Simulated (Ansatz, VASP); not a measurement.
## SiC: VASP beside Ansatz

```
Si C
1.0
     3.05808    0.02129    0.01389
    -1.51061    2.66399   -0.02120
     0.04548   -0.05388   10.00204
Si C
4 4
Cartesian
  1.7291 0.8208 9.2166
  0.1557 2.0085 4.3618
  -0.2550 -0.1908 6.6752
  0.0663 -0.1027 1.9677
  1.5646 0.8524 7.4936
  -0.0681 1.7813 2.5382
  0.0356 0.0587 5.0610
  0.0373 -0.0598 0.1989
```

Change from the starting cell: all atoms moved at random (sigma 0.15 Å a component), cell strained at random (sigma 0.01).

Alike in both runs: task single point; functional PBE; k mesh 12 × 12 × 4; occupations gaussian, width 0.05 eV; no spin polarisation.

```csv
,VASP,Ansatz
version,VASP 6.6.1,Ansatz 0.2.0
potentials or method,"VASP PAW PBE potentials, release 64 (Si, C), cutoff 520 eV","scalar-relativistic, plane waves, PAW"
valence electrons in the cell,32,32
```

|  | VASP | Ansatz | Ansatz less VASP |
| --- | --- | --- | --- |
| gap on the k mesh at the Fermi level (eV) | none | none | - |
| pressure (GPa) | 15.1 | 15.2 | +0.10 |
| traceless stress, the component that is largest in VASP (GPa) | 14.72 | 14.71 | -0.009 |
| rms of the force components (eV/Å) | 3.238 | 3.242 | +0.0043 |

Atom by atom the forces differ by 0.008 eV/Å (rms over components). A gap of «none» marks a metal or a gap that the smearing closes.
